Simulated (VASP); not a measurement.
A run of VASP 6.6.1 is set up as follows.

Contents of INCAR:

```
PREC = Accurate
ENCUT = 520
EDIFF = 1E-6
ISMEAR = 0
SIGMA = 0.1
LREAL = False
LASPH = True
NELM = 80
ALGO = Normal
ISIF = 2
LWAVE = False
LCHARG = False
GGA = PE
NBANDS = 20
```

KPOINTS

```
regular mesh
0
Gamma
  14 14 14
```

POSCAR

```
PbO2
1.0
    0.0000000000      2.7039120950      2.7039120950
    2.7039120950      0.0000000000      2.7039120950
    2.7039120950      2.7039120950      0.0000000000
Pb O
1 2
Direct
    0.0000000000      0.0000000000      0.0000000000
    0.2500000000      0.2500000000      0.2500000000
    0.7500000000      0.7500000000      0.7500000000
```

Potentials or basis: VASP PAW PBE potentials, release 64 (Pb_d, O).

The run is started by

```bash
$ cat potpaw_PBE.64/Pb_d/POTCAR potpaw_PBE.64/O/POTCAR > POTCAR
$ mpirun -np 1 vasp_std > vasp.out
```

(1) Predict the pressure.

(2) Predict the band gap on the k mesh.

Answers

(1) 0.2 GPa.

(2) zero (band 13 reaches 5.61 eV, above the bottom of band 14 at 4.41 eV).

Caveat: spin-orbit coupling is left out, which moves the levels of the heavy elements.
